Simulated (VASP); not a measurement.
# IrPt2 (P6/mmm) in VASP: notebook

Runs on IrPt2. Level: PBE. Tasks: single point.

Program: VASP 6.6.1. These are calculated values, not measurements. Logs are shortened: lines on timing, memory, paths and dates and some standing lists are left out, and cuts for length are marked.

## 1. The cell of the first run

It takes space group P6/mmm (No. 191, hexagonal). Conventional cell: a = 4.496 Å, b = 4.496 Å, c = 2.684 Å, α = 90.00°, β = 90.00°, γ = 120.00°. Ir (site symmetry 6/mmm) has 2 Ir at 2.68 Å and 12 Pt at 2.92 Å within 3.5 Å. Pt (site symmetry -6m2) has 5 Pt at 2.60 to 2.68 Å and 6 Ir at 2.92 Å within 3.4 Å.

## 2. Single point, PBE

The input, INCAR:

```
  PREC = Accurate
  ENCUT = 500
  EDIFF = 1E-6
  ISMEAR = 0
  SIGMA = 0.2
  LREAL = F
  LASPH = T
  NELM = 120
  ALGO = Normal
  ISIF = 2
  LWAVE = F
  LCHARG = F
  GGA = PE
  NBANDS = 22
  GGA_COMPAT = F
```

The input, KPOINTS:

```
Automatic mesh
0
Gamma
  6 6 5
```

The input, POSCAR:

```
IrPt2
1.0
    4.4963293988     -0.0000000033      0.0000000000
   -2.2481646966      3.8939354848      0.0000000000
    0.0000000000      0.0000000000      2.6837042581
Ir Pt
1 2
Direct
    0.0000000000      0.0000000000      0.5000000000
    0.3333333333      0.6666666667      0.0000000000
    0.6666666667      0.3333333333      0.0000000000
```

Potentials or basis: VASP PAW PBE potentials, release 64 (Ir, Pt).

Launch:

```bash
cat potpaw_PBE.64/Ir/POTCAR potpaw_PBE.64/Pt/POTCAR > POTCAR
mpirun -np 1 vasp_std > vasp.out
```

OUTCAR:

```text
PREC = Accurate
   ENCUT = 500
   EDIFF = 1E-6
   ISMEAR = 0
   LREAL = F
   LASPH = T
   NELM = 120
   ISIF = 2
   GGA = PE

 ion  position               nearest neighbor table
   1  0.000  0.000  0.500-   2 2.92   3 2.92   2 2.92   3 2.92   3 2.92   3 2.92   2 2.92   2 2.92
                             3 2.92   3 2.92   2 2.92   2 2.92
   2  0.333  0.667  0.000-   3 2.60   3 2.60   3 2.60   1 2.92   1 2.92   1 2.92   1 2.92   1 2.92
                             1 2.92
   3  0.667  0.333  0.000-   2 2.60   2 2.60   2 2.60   1 2.92   1 2.92   1 2.92   1 2.92   1 2.92
                             1 2.92

  LATTYP: Found a hexagonal cell.
 ALAT       =     4.4963293988
 C/A-ratio  =     0.5968655808

  Lattice vectors:

 A1 = (   4.4963293988,  -0.0000000033,   0.0000000000)
 A2 = (  -2.2481646966,   3.8939354848,   0.0000000000)
 A3 = (   0.0000000000,   0.0000000000,   2.6837042581)

Analysis of symmetry for initial positions (statically):
=====================================================================
 Subroutine PRICEL returns:
 Original cell was already a primitive cell.

 Routine SETGRP: Setting up the symmetry group for a
 hexagonal supercell.

 Subroutine GETGRP returns: Found 24 space group operations
 (whereof 24 operations were pure point group operations)
 out of a pool of 24 trial point group operations.

The static configuration has the point symmetry D_6h.

Analysis of symmetry for dynamics (positions and initial velocities):
=====================================================================
 Subroutine PRICEL returns:
 Original cell was already a primitive cell.

 Routine SETGRP: Setting up the symmetry group for a
 hexagonal supercell.

 Subroutine GETGRP returns: Found 24 space group operations
 (whereof 24 operations were pure point group operations)
 out of a pool of 24 trial point group operations.

The dynamic configuration has the point symmetry D_6h.

 Subroutine INISYM returns: Found 24 space group operations
 (whereof 24 operations are pure point group operations),
 and found     1 'primitive' translations

----------------------------------------------------------------------------------------

                                     Primitive cell

  volume of cell :      46.9874

  direct lattice vectors                    reciprocal lattice vectors
     4.496329399 -0.000000003  0.000000000     0.222403635  0.128404798  0.000000000
    -2.248164697  3.893935485  0.000000000     0.000000000  0.256809596  0.000000000
     0.000000000  0.000000000  2.683704258     0.000000000  0.000000000  0.372619299

  length of vectors
     4.496329399  4.496329399  2.683704258     0.256809596  0.256809596  0.372619299

  position of ions in fractional coordinates (direct lattice)
     0.000000000  0.000000000  0.500000000
     0.333333333  0.666666667  0.000000000
     0.666666667  0.333333333  0.000000000

  ion indices of the primitive-cell ions
   primitive index   ion index
                 1           1
                 2           2
                 3           3

----------------------------------------------------------------------------------------

 KPOINTS: Automatic mesh

Automatic generation of k-mesh.
 Grid dimensions read from file:
 generate k-points for:    6    6    5

 Generating k-lattice:

  Cartesian coordinates                     Fractional coordinates (reciprocal lattice)
     0.037067272  0.021400800  0.000000000     0.166666667  0.000000000  0.000000000
     0.000000000  0.042801599  0.000000000     0.000000000  0.166666667  0.000000000
     0.000000000  0.000000000  0.074523860     0.000000000  0.000000000  0.200000000

  Length of vectors
     0.042801599  0.042801599  0.074523860

  Shift w.r.t. Gamma in fractional coordinates (k-lattice)
     0.000000000  0.000000000  0.000000000

 Subroutine IBZKPT returns following result:
 ===========================================

 Found     21 irreducible k-points:

 Following reciprocal coordinates:
            Coordinates               Weight
  0.000000  0.000000  0.000000      1.000000
  0.166667  0.000000  0.000000      6.000000
  0.333333  0.000000  0.000000      6.000000
  0.500000  0.000000  0.000000      3.000000
  0.166667  0.166667  0.000000      6.000000
  0.333333  0.166667  0.000000     12.000000
[... 13 lines left out ...]
  0.333333  0.166667  0.400000     24.000000
  0.333333  0.333333  0.400000      4.000000
   k-points           NKPTS =     21   k-points in BZ     NKDIM =     21   number of bands    NBANDS=     22
   number of dos      NEDOS =    301   number of ions     NIONS =      3
   total plane-waves  NPLWV =  25920
   dimension x,y,z NGX =    36 NGY =   36 NGZ =   20
   dimension x,y,z NGXF=    72 NGYF=   72 NGZF=   40
   ions per type =               1   2
   NGX,Y,Z   is equivalent  to a cutoff of  13.31, 13.31, 12.39 a.u.
   NGXF,Y,Z  is equivalent  to a cutoff of  26.62, 26.62, 24.78 a.u.
 SYSTEM =  unknown system
   PREC   = accura    normal or accurate (medium, high low for compatibility)
   ISTART =      0    job   : 0-new  1-cont  2-samecut
   ICHARG =      2    charge: 1-file 2-atom 10-const
   ISPIN  =      1    spin polarized calculation?
   LNONCOLLINEAR =      F non collinear calculations
   LSORBIT =      F    spin-orbit coupling
   LASPH  =      T    aspherical Exc in radial PAW
   ENCUT  =  500.0 eV  36.75 Ry    6.06 a.u.   8.20  8.20  4.89*2*pi/ulx,y,z
   NELM   =    120;   NELMIN=  2; NELMDL= -5     # of ELM steps
   EDIFF  = 0.1E-05   stopping-criterion for ELM
   LREAL  =      F    real-space projection
   EDIFFG = 0.1E-04   stopping-criterion for IOM
   NSW    =      0    number of steps for IOM
   IBRION =     -1    ionic relax: 0-MD 1-quasi-New 2-CG
   NFREE  =      0    steps in history (QN), initial steepest desc. (CG)
   ISIF   =      2    stress and relaxation
   ISYM   =      2    0-nonsym 1-usesym 2-fastsym
   POTIM  = 0.5000    time-step for ionic-motion
   TEBEG  =    0.0;   TEEND  =   0.0 temperature during run
   PSTRESS=    0.0 pullay stress
   NELECT =      29.0000    total number of electrons
   NUPDOWN=      -1.0000    fix difference up-down
   EMIN   =  10.00;   EMAX   =-10.00  energy-range for DOS
   EFERMI =   0.00;   METHOD = LEGACY
   ISMEAR =     0;   SIGMA  =   0.20  broadening in eV -4-tet -1-fermi 0-gaus
   EFERMI_NEDOS =   21; number of points for ismear=-14 and -15
   IALGO  =     38    algorithm
   IMIX   =      4    mixing-type and parameters
     AMIX     =   0.40;   BMIX     =  1.00
     AMIX_MAG =   1.60;   BMIX_MAG =  1.00
  volume/ion in A,a.u.               =      15.66       105.70
  Fermi-wavevector in a.u.,A,eV,Ry     =   1.393842  2.633980 26.433351  1.942796
  Thomas-Fermi vector in A             =   2.517449
   LORBIT       =      0    0 simple, 1 ext, 2 COOP (PROOUT), +10 PAW based schemes
   GGA     = PE    functional components
   LHFCALC =     F    Hartree Fock is set to
   AEXX    =    0.0000 exact exchange contribution
   IVDW    =     0    specifies the selected vdW correction
   LEPSILON=     F    determine dielectric tensor
   LRPA    =     F    only Hartree local field effects (RPA)
 non-spin polarized calculation
 Gauss-broadening in eV      SIGMA  =   0.20
  energy-cutoff  :      500.00
  volume of cell :       46.99
 maximum number of plane-waves:      1216
 NGX is ok and might be reduce to    36
   NGX = 17   NGY = 17   NGZ =  9

 number of electron      29.0000001 magnetization

 Free energy of the ion-electron system (eV)
  ---------------------------------------------------
  ext. energy  EPLUGINS =         0.00000000
  ---------------------------------------------------
  free energy    TOTEN  =       -20.03229552 eV

  energy without entropy =      -19.90506563  energy(sigma->0) =      -19.96868057

 E-fermi :  10.0357     XC(G=0): -13.2960

 val. band max:       10.0340160120   @ k =   0.1667   0.0000   0.4000
 cond. band min:      10.0706953101   @ k =   0.1667   0.0000   0.4000
 fundamental gap:      0.0366792981
 Fermi energy:        10.0357110123

 k-point     1 :       0.0000    0.0000    0.0000
  band No.  band energies     occupation
      1       0.0619      2.00000
      2       3.3996      2.00000
      3       4.9163      2.00000
      4       5.7176      2.00000
      5       5.7176      2.00000
      6       5.7735      2.00000
[... 14 lines left out ...]
     21      17.6036      0.00000
     22      17.6036      0.00000

 k-point     2 :       0.1667    0.0000    0.0000
  band No.  band energies     occupation
      1       0.4364      2.00000
      2       3.4846      2.00000
      3       4.4468      2.00000
      4       4.8493      2.00000
      5       5.1700      2.00000
      6       5.7406      2.00000
[... 14 lines left out ...]
     21      20.1102      0.00000
     22      20.3738      0.00000

 k-point     3 :       0.3333    0.0000    0.0000
  band No.  band energies     occupation
      1       1.4595      2.00000
      2       3.2631      2.00000
      3       3.8330      2.00000
      4       4.4012      2.00000
      5       4.9737      2.00000
      6       5.3354      2.00000
[... 14 lines left out ...]
     21      22.5787      0.00000
     22      22.7156      0.00000

 k-point     4 :       0.5000    0.0000    0.0000
  band No.  band energies     occupation
      1       2.6690      2.00000
      2       2.8429      2.00000
      3       3.0695      2.00000
      4       4.7371      2.00000
      5       4.7714      2.00000
      6       4.9700      2.00000
[... 14 lines left out ...]
     21      23.5487      0.00000
     22      23.7378      0.00000

 k-point     5 :       0.1667    0.1667    0.0000
  band No.  band energies     occupation
      1       1.1285      2.00000
      2       3.4369      2.00000
      3       3.9342      2.00000
      4       4.2756      2.00000
      5       5.0174      2.00000
      6       5.7439      2.00000
[... 342 lines left out ...]
 k-point    19 :       0.1667    0.1667    0.4000
  band No.  band energies     occupation
      1       3.2391      2.00000
      2       3.8942      2.00000
      3       4.3985      2.00000
      4       4.7002      2.00000
      5       4.7464      2.00000
      6       5.5701      2.00000
[... 14 lines left out ...]
     21      19.5065      0.00000
     22      20.9574      0.00000

 k-point    20 :       0.3333    0.1667    0.4000
  band No.  band energies     occupation
      1       3.5026      2.00000
      2       3.7633      2.00000
      3       4.6413      2.00000
      4       4.7338      2.00000
      5       5.1548      2.00000
      6       5.6033      2.00000
[... 14 lines left out ...]
     21      19.2447      0.00000
     22      21.0366      0.00000

 k-point    21 :       0.3333    0.3333    0.4000
  band No.  band energies     occupation
      1       3.3622      2.00000
      2       4.5344      2.00000
      3       4.5344      2.00000
      4       4.6508      2.00000
      5       5.3334      2.00000
      6       5.3334      2.00000
[... 14 lines left out ...]
     21      18.0591      0.00000
     22      23.5029      0.00000

------------------------ aborting loop because EDIFF is reached ----------------------------------------

  FORCE on cell =-STRESS in cart. coord.  units (eV):
  Direction    XX          YY          ZZ          XY          YZ          ZX
  --------------------------------------------------------------------------------------
  -------------------------------------------------------------------------------------
  Total       -0.0480292     -0.0480292     -0.0165365      0.0000000      0.0000000     -0.0000000
  in kB       -1.6377012     -1.6377012     -0.5638604      0.0000000      0.0000000     -0.0000000
  external PRESSURE =      -1.2797543 kB  Pullay stress =       0.0000000 kB

 VOLUME and BASIS-vectors are now :
 -----------------------------------------------------------------------------
  energy-cutoff  :      500.00
  volume of cell :       46.99
      direct lattice vectors                 reciprocal lattice vectors
     4.496329399 -0.000000003  0.000000000     0.222403635  0.128404798  0.000000000
    -2.248164697  3.893935485  0.000000000     0.000000000  0.256809596  0.000000000
     0.000000000  0.000000000  2.683704258     0.000000000  0.000000000  0.372619299

 POSITION                                       TOTAL-FORCE (eV/Angst)
 -----------------------------------------------------------------------------------
      0.00000      0.00000      1.34185        -0.000000      0.000000      0.000000
      0.00000      2.59596      0.00000        -0.000000     -0.000000     -0.000000
      2.24816      1.29798      0.00000         0.000000      0.000000      0.000000
 -----------------------------------------------------------------------------------
    total drift:                                0.000000      0.000000      0.000000

  FREE ENERGIE OF THE ION-ELECTRON SYSTEM (eV)
  ---------------------------------------------------
  free  energy   TOTEN  =       -20.0322955171 eV

  energy  without entropy=      -19.9050656250  energy(sigma->0) =      -19.96868057
```

It took 17 s on 1 thread of AMD EPYC 7R43 (Zen 3), shared host; peak memory 0.14 GiB.

What came out:

```
Free energy : -20.0323 eV
Pressure    : -0.1 GPa
```

Caveat: the k points lie up to 0.47 Å⁻¹ apart; spin-orbit coupling is left out, which moves the levels of the heavy elements.

## 3. Single point, PBE

This run uses another cell than the first one, of 16.53 Å³/atom, 1.055 times its volume.

The input, INCAR:

```
PREC = Accurate
ENCUT = 500
EDIFF = 1E-6
ISMEAR = 0
SIGMA = 0.2
LREAL = False
LASPH = True
NELM = 120
ALGO = Normal
ISIF = 2
LWAVE = False
LCHARG = False
GGA = PE
NBANDS = 22
GGA_COMPAT = False
```

The input, KPOINTS:

```
Automatic mesh
0
Gamma
  7 7 4
```

The input, POSCAR:

```
IrPt2
1.0
    2.6709446574      0.0000000000      0.0000000000
   -1.3354723287      2.3131059254      0.0000000000
    0.0000000000      0.0000000000      8.0243124928
Ir Pt
1 2
Direct
    0.0000000000      0.0000000000      0.5000000000
    0.0000000000      0.0000000000      0.1720684488
    0.0000000000      0.0000000000      0.8279315512
```

Potentials or basis: VASP PAW PBE potentials, release 64 (Ir, Pt).

Launch:

```bash
cat potpaw_PBE.64/Ir/POTCAR potpaw_PBE.64/Pt/POTCAR > POTCAR
mpirun -np 1 vasp_std > vasp.out
```

OUTCAR:

```text
PREC = Accurate
   ENCUT = 500
   EDIFF = 1E-6
   ISMEAR = 0
   LREAL = False
   LASPH = True
   NELM = 120
   ISIF = 2
   GGA = PE

 ion  position               nearest neighbor table
   1  0.000  0.000  0.500-   2 2.63   3 2.63
   2  0.000  0.000  0.172-   1 2.63   3 2.76
   3  0.000  0.000  0.828-   1 2.63   2 2.76

  LATTYP: Found a hexagonal cell.
 ALAT       =     2.6709446574
 C/A-ratio  =     3.0042975509

  Lattice vectors:

 A1 = (   2.6709446574,   0.0000000000,   0.0000000000)
 A2 = (  -1.3354723287,   2.3131059254,   0.0000000000)
 A3 = (   0.0000000000,   0.0000000000,   8.0243124928)

Analysis of symmetry for initial positions (statically):
=====================================================================
 Subroutine PRICEL returns:
 Original cell was already a primitive cell.

 Routine SETGRP: Setting up the symmetry group for a
 hexagonal supercell.

 Subroutine GETGRP returns: Found 24 space group operations
 (whereof 24 operations were pure point group operations)
[... 162 lines left out ...]
  free energy    TOTEN  =       -20.29430291 eV

  energy without entropy =      -20.20727945  energy(sigma->0) =      -20.25079118

 E-fermi :   8.9714     XC(G=0): -12.8944

 val. band max:        8.9589787864   @ k =   0.2857   0.2857   0.0000
 cond. band min:       8.9846701218   @ k =   0.1429   0.1429   0.0000
 fundamental gap:      0.0256913354
 Fermi energy:         8.9713523672

 k-point     1 :       0.0000    0.0000    0.0000
  band No.  band energies     occupation
      1      -0.3143      2.00000
      2       1.2568      2.00000
      3       1.5782      2.00000
      4       3.1178      2.00000
      5       5.4796      2.00000
      6       5.4796      2.00000
[... 589 lines left out ...]
     21      17.9280      0.00000
     22      18.8941      0.00000

------------------------ aborting loop because EDIFF is reached ----------------------------------------

  FORCE on cell =-STRESS in cart. coord.  units (eV):
  Direction    XX          YY          ZZ          XY          YZ          ZX
  --------------------------------------------------------------------------------------
  -------------------------------------------------------------------------------------
  Total       -0.1306358     -0.1306358     -0.1514366      0.0000000     -0.0000000      0.0000000
  in kB       -4.2218684     -4.2218684     -4.8941034      0.0000000     -0.0000000      0.0000000
  external PRESSURE =      -4.4459467 kB  Pullay stress =       0.0000000 kB

 VOLUME and BASIS-vectors are now :
 -----------------------------------------------------------------------------
  energy-cutoff  :      500.00
  volume of cell :       49.58
      direct lattice vectors                 reciprocal lattice vectors
     2.670944657  0.000000000  0.000000000     0.374399371  0.216159578  0.000000000
    -1.335472329  2.313105925  0.000000000     0.000000000  0.432319155  0.000000000
     0.000000000  0.000000000  8.024312493     0.000000000  0.000000000  0.124621268

 POSITION                                       TOTAL-FORCE (eV/Angst)
 -----------------------------------------------------------------------------------
      0.00000      0.00000      4.01216         0.000000     -0.000000      0.000000
      0.00000      0.00000      1.38073        -0.000000     -0.000000      0.007935
      0.00000      0.00000      6.64358         0.000000      0.000000     -0.007935
 -----------------------------------------------------------------------------------
    total drift:                               -0.000000      0.000000      0.000000

  FREE ENERGIE OF THE ION-ELECTRON SYSTEM (eV)
  ---------------------------------------------------
  free  energy   TOTEN  =       -20.2943029146 eV

  energy  without entropy=      -20.2072794478  energy(sigma->0) =      -20.25079118
```

stdout:

```text
POSCAR found type information on POSCAR IrPt
 POSCAR found :  2 types and       3 ions
 scaLAPACK will be used
 LDA part: xc-table for (Slater+PW92), standard interpolation
 POSCAR, INCAR and KPOINTS ok, starting setup
 FFT: planning ... GRIDC
 FFT: planning ... GRID_SOFT
 FFT: planning ... GRID
 WAVECAR not read
 entering main loop
```

It took 20 s on 1 thread of AMD EPYC 7R43 (Zen 3), shared host; peak memory 0.14 GiB.

What came out:

- Free energy: -20.2943 eV
- Pressure: -0.4 GPa
- Largest force: 0.008 eV/Å

Forces in eV/Å, atoms in the order of the input:
```
Ir   0.000  0.000  0.000
Pt   0.000  0.000  0.008
Pt   0.000  0.000 -0.008
```

Levels at points of the mesh, in eV from the Fermi level:
```csv
k point,band 13,band 14,band 15,band 16,band 17,band 18
"(0.00, 0.00, 0.00)",-1.03,-1.03,-0.82,-0.82,0.75,0.75
"(0.00, 0.00, 0.50)",-1.29,-1.24,-0.38,-0.38,0.56,0.56
```

Caveat: the k points lie up to 0.39 Å⁻¹ apart; spin-orbit coupling is left out, which moves the levels of the heavy elements.
